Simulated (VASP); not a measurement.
## SnTe3: single point with PBE

The system is SnTe3.

```
Sn Te
1.0
     4.88633    0.00000    0.00000
     0.00000    4.88633    0.00000
     0.00000    0.00000    4.88633
Sn Te
1 3
Cartesian
  0.0000 0.0000 0.0000
  0.0000 2.4432 2.4432
  2.4432 0.0000 2.4432
  2.4432 2.4432 0.0000
```

```yaml
Program: VASP 6.6.1
Task: single point
Functional: PBE
Potentials_or_basis: VASP PAW PBE potentials, release 64 (Sn_d, Te)
Cutoff: 520 eV
k_mesh: 10 × 10 × 10
Occupations: gaussian, width 0.1 eV
Spin: no spin polarisation
Dipole_correction: no
Further_INCAR_settings: ALGO = Normal; EDIFF = 1e-07; NBANDS = 24
```

```json
{
  "Pressure": "-0.1 GPa",
  "Band gap on the k mesh": "zero (band 16 reaches 9.11 eV, above the bottom of band 17 at 7.11 eV)"
}
```

Levels at points of the mesh, in eV from the Fermi level:
| k point | band 13 | band 14 | band 15 | band 16 | band 17 | band 18 | band 19 | band 20 |
| --- | --- | --- | --- | --- | --- | --- | --- | --- |
| (0.00, 0.00, 0.00) | -0.90 | -0.90 | -0.90 | 0.20 | 0.20 | 0.20 | 3.91 | 3.91 |
| (0.50, 0.00, 0.00) | -3.03 | -2.07 | -1.80 | -0.34 | 0.45 | 0.53 | 0.53 | 2.22 |
| (0.50, 0.50, 0.00) | -2.44 | -2.23 | -2.18 | -2.18 | -0.20 | 1.40 | 1.44 | 3.25 |
| (0.50, 0.50, 0.50) | -5.54 | 1.53 | 1.53 | 1.53 | 1.54 | 1.54 | 4.03 | 4.03 |

It took 2.8 min on 1 thread of Intel Xeon 6975P-C, on a shared host, peak memory 0.3 GiB.

Caveat: spin-orbit coupling is left out, which moves the levels of the heavy elements.
